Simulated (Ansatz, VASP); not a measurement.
## One calculation of Rh, two programs

File INCAR:

```
  ALGO = Normal
  EDIFF = 1E-6
  ENCUT = 500
  GGA = PS
  GGA_COMPAT = F
  ISIF = 2
  ISMEAR = 0
  LASPH = T
  LCHARG = T
  LELF = T
  LREAL = F
  LVHAR = T
  LWAVE = F
  NBANDS = 22
  NELM = 120
  PREC = Accurate
  SIGMA = 0.1
```

The input KPOINTS:

```
k-points
0
Gamma
  9 9 4
```

POSCAR

```
Rh
1.0
    2.7309790422      0.0000000000      0.0000000000
   -1.3654895211      2.3650972278      0.0000000000
    0.0000000000      0.0000000000      4.4284890000
Rh
2
Direct
    0.6666666700      0.3333333300      0.7500000000
    0.3333333300      0.6666666700      0.2500000000
```

Input for Ansatz:

```yaml
crystal:
  lattice:
    - [2.7309790422, 0.0, 0.0]
    - [-1.3654895211, 2.3650972278, 0.0]
    - [0.0, 0.0, 4.428489]
  atoms:
    - { symbol: Rh, position: [0.66666667, 0.33333333, 0.75] }
    - { symbol: Rh, position: [0.33333333, 0.66666667, 0.25] }
basis:
  ecutwfc: 420
kpoints:
  mp_grid: { grid: [9, 9, 4] }
hamiltonian:
  xc: pbesol
scf:
  occupations: { method: gaussian, width: 0.1 }
  lower_state_search: "off"
output:
  forces: true
  stress: true
  eigenvalues: true
```

Alike in both runs: task single point; functional PBEsol; k mesh 9 × 9 × 4; occupations gaussian, width 0.1 eV; no spin polarisation.

|  | VASP | Ansatz |
| --- | --- | --- |
| version | VASP 6.6.1 | Ansatz 0.2.0 |
| potentials or method | VASP PAW PBE potentials, release 64 (Rh_pv), cutoff 500 eV | scalar-relativistic, plane waves, PAW |
| valence electrons in the cell | 30 | 34 |

|  | VASP | Ansatz | Ansatz less VASP |
| --- | --- | --- | --- |
| gap on the k mesh at the Fermi level (eV) | none | none | - |
| pressure (GPa) | -14.2 | -14.2 | 0.00 |
| traceless stress, the component that is largest in VASP (GPa) | -0.80 | -0.81 | -0.006 |

VASP's potentials were made for PBE, not for PBEsol. A gap of «none» marks a metal or a gap that the smearing closes. VASP's potentials hold 30 valence electrons a cell and Ansatz's 34, so a difference there can come from the potentials and not from the codes.
